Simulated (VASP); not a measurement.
Input of a VASP 6.6.1 run:

INCAR

```
PREC = Accurate
ENCUT = 520
EDIFF = 1E-6
ISMEAR = 0
SIGMA = 0.1
LREAL = False
LASPH = True
NELM = 80
ALGO = Normal
ISIF = 2
LWAVE = False
LCHARG = True
GGA = PE
LELF = True
LVHAR = True
NBANDS = 25
```

Contents of KPOINTS:

```
Automatic mesh
0
Gamma
  6 6 6
```

Contents of POSCAR:

```
CdSb2O2
1.0
    2.5758224500      1.4871517800      5.2079214400
   -2.5758224500      1.4871517800      5.2079214400
    0.0000000000     -2.9743035700      5.2079214400
Cd Sb O
1 2 2
Direct
    0.0000000000      0.0000000000      0.0000000000
    0.3281047600      0.3281047600      0.3281047600
    0.6718952400      0.6718952400      0.6718952400
    0.4376037100      0.4376037100      0.4376037100
    0.5623962900      0.5623962900      0.5623962900
```

Potentials or basis: VASP PAW PBE potentials, release 64 (Cd, Sb, O).

Command:

```sh
$ cat potpaw_PBE.64/Cd/POTCAR potpaw_PBE.64/Sb/POTCAR potpaw_PBE.64/O/POTCAR > POTCAR
$ mpirun -np 1 vasp_std > vasp.out
```

Problem. Estimate the largest force.

Solution. 8.485 eV/Å.

Problem. Predict the band gap on the k mesh.

Solution. Zero (band 17 reaches 3.31 eV, above the bottom of band 18 at 2.87 eV).

Problem. What does it give for the pressure?

Solution. 24.7 GPa.

Forces on the atoms (eV/Å):
```
Cd   0.000  0.000  0.000
Sb   0.000  0.000 -8.485
Sb   0.000  0.000  8.485
O    0.000  0.000  6.197
O    0.000  0.000 -6.197
```

Caveat: spin-orbit coupling is left out, which moves the levels of the heavy elements; forces of over 1 eV/Å act on the atoms, so gaps and moduli don't describe the material at rest.
